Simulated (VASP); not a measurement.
A run of VASP 6.6.1:

The input POSCAR:

```
Ga
1.0
    2.7784220849      0.0000000000      0.0000000000
    0.0000000000      3.2816087900      0.0000000000
   -1.3434310986      0.0000000000      3.9902731763
Ga
2
Direct
    0.1345962700      0.7500000000      0.7701668300
    0.8654037300      0.2500000000      0.2298331700
```

Contents of INCAR.step1:

```
SYSTEM = Ga
PREC = Accurate
ENCUT = 520
EDIFF = 1E-5
ISMEAR = -1
SIGMA = 0.05
LREAL = .FALSE.
LASPH = .TRUE.
NELM = 60
ALGO = Normal
ISIF = 2
LWAVE = .TRUE.
LCHARG = .FALSE.
GGA = PE
NBANDS = 20
```

The input INCAR.step2:

```
SYSTEM = Ga
PREC = Accurate
ENCUT = 520
EDIFF = 1E-6
ISMEAR = -1
SIGMA = 0.05
LREAL = .FALSE.
LASPH = .TRUE.
NELM = 60
ALGO = Normal
ISIF = 2
LWAVE = .FALSE.
LCHARG = .FALSE.
GGA = PS
LHFCALC = .TRUE.
AEXX = 0.25
PRECFOCK = Normal
ISTART = 1
NBANDS = 20
```

The input KPOINTS:

```
Automatic mesh
0
G
  5 4 4
  0 0 0
```

Potentials or basis: VASP PAW PBE potentials, release 64 (Ga_d).

Command:

```sh
$ cat potpaw_PBE.64/Ga_d/POTCAR > POTCAR
$ cp INCAR.step1 INCAR
$ mpirun -np 1 vasp_std > vasp.out
$ cp INCAR.step2 INCAR
$ mpirun -np 1 vasp_std > vasp.out
```

Hardware: 1 thread of Intel(R) Xeon(R) Platinum 8259CL CPU @ 2.50GHz (Skylake/Cascade Lake), on a shared host.

Question: How long does it take, and how much memory?

Answer: Wall time 33 min on 1 thread of Intel(R) Xeon(R) Platinum 8259CL CPU @ 2.50GHz (Skylake/Cascade Lake), on a shared host, peak memory 0.17 GiB. Counts: k points 33.
